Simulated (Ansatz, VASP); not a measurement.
## Two plane-wave programs on AlRu

```xyz
4
Lattice="2.4744 -4.5890 0.0000 2.4744 4.5890 0.0000 0.0000 0.0000 2.7711" Properties=species:S:1:pos:R:3 pbc="T T T"
Al    2.4744    2.0051    1.3855
Al    2.4744   -2.0051    1.3855
Ru    2.4744    0.0000    0.0000
Ru    0.0000    0.0000    1.3855
```

Alike in both runs: task relaxation of cell and atoms; functional PBE; k mesh 4 × 4 × 6; occupations gaussian, width 0.1 eV; no spin polarisation.

|  | VASP | Ansatz |
| --- | --- | --- |
| version | VASP 6.6.1 | Ansatz 0.2.0 |
| potentials or method | VASP PAW PBE potentials, release 64 (Al, Ru_pv), cutoff 600 eV | scalar-relativistic, plane waves, PAW |
| valence electrons in the cell | 34 | 38 |

Ansatz gave:

```
gap on the k mesh at the Fermi level, each at its own relaxed structure (eV) : none
relaxed volume (Å³/atom)                                                     : 15.73
relaxed cell length with the largest relative difference (Å)                 : 5.191
```

**Question.** Which values does VASP return?

**Answer.** gap on the k mesh at the Fermi level, each at its own relaxed structure (eV): none; relaxed volume (Å³/atom): 15.73; relaxed cell length with the largest relative difference (Å): 5.181.

A gap of «none» marks a metal or a gap that the smearing closes. VASP's potentials hold 34 valence electrons a cell and Ansatz's 38, so a difference there can come from the potentials and not from the codes.

The k mesh is coarse, so the values compare programs but aren't converged.
